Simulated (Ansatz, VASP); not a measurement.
W: VASP beside Ansatz

POSCAR

```
W
1.0
   -1.5500431812      1.5500431812      1.5500431812
    1.5500431812     -1.5500431812      1.5500431812
    1.5500431812      1.5500431812     -1.5500431812
W
1
Direct
    0.0000000000      0.0000000000      0.0000000000
```

File INCAR.step1:

```
ALGO = Normal
EDIFF = 1E-5
ENCUT = 520
GGA = PE
ISIF = 2
ISMEAR = -1
LASPH = T
LREAL = F
LWAVE = T
NBANDS = 13
NELM = 60
PREC = Accurate
SIGMA = 0.05
```

The input INCAR.step2:

```
AEXX = 0.5
AGGAC = 1.0
AGGAX = 0.5
ALDAC = 0.0
ALDAX = 0.5
ALGO = Normal
EDIFF = 1E-7
ENCUT = 520
GGA = B5
ISIF = 2
ISMEAR = -1
ISTART = 1
LASPH = T
LCHARG = T
LELF = T
LHFCALC = T
LREAL = F
LVHAR = T
LWAVE = F
NBANDS = 13
NELM = 60
PREC = Accurate
PRECFOCK = Normal
SIGMA = 0.05
```

File KPOINTS:

```
k-points
0
Gamma
  6 6 6
```

input.yaml

```yaml
crystal:
  lattice:
    - [-1.5500431812, 1.5500431812, 1.5500431812]
    - [1.5500431812, -1.5500431812, 1.5500431812]
    - [1.5500431812, 1.5500431812, -1.5500431812]
  atoms:
    - { symbol: W, position: [0.0, 0.0, 0.0] }
hamiltonian:
  xc: { name: BHLYP }
  pseudopotentials: { kind: paw }
kpoints:
  mp_grid: { grid: [6, 6, 6] }
scf:
  occupations: { method: fermi_dirac, width: 0.05 }
output:
  forces: true
  stress: true
  eigenvalues: true
  write_density: true
  write_potential: true
  elf: true
  volumetric_format: npy
```

Alike in both runs: task single point; functional BHLYP; k mesh 6 × 6 × 6; occupations fermi-dirac, width 0.05 eV; no spin polarisation.

|  | VASP | Ansatz |
| --- | --- | --- |
| version | VASP 6.6.1 | Ansatz 0.2.0 |
| potentials or method | VASP PAW PBE potentials, release 64 (W_sv) | Ansatz PAW |
| plane-wave cutoff (eV) | 520 | 420 |
| valence electrons in the cell | 14 | 14 |

VASP gave:

- gap on the k mesh at the Fermi level (eV): none
- pressure (GPa): 24.1

Question: Estimate Ansatz's values.

Answer: gap on the k mesh at the Fermi level (eV): none; pressure (GPa): 24.9.

VASP's potentials were made for PBE, not for BHLYP. A gap of «none» marks a metal or a gap that the smearing closes. With one functional, cell and mesh, what is left measures potentials, basis and numerics.

The k mesh is coarse, so the values compare programs but aren't converged. Spin-orbit coupling is off throughout.
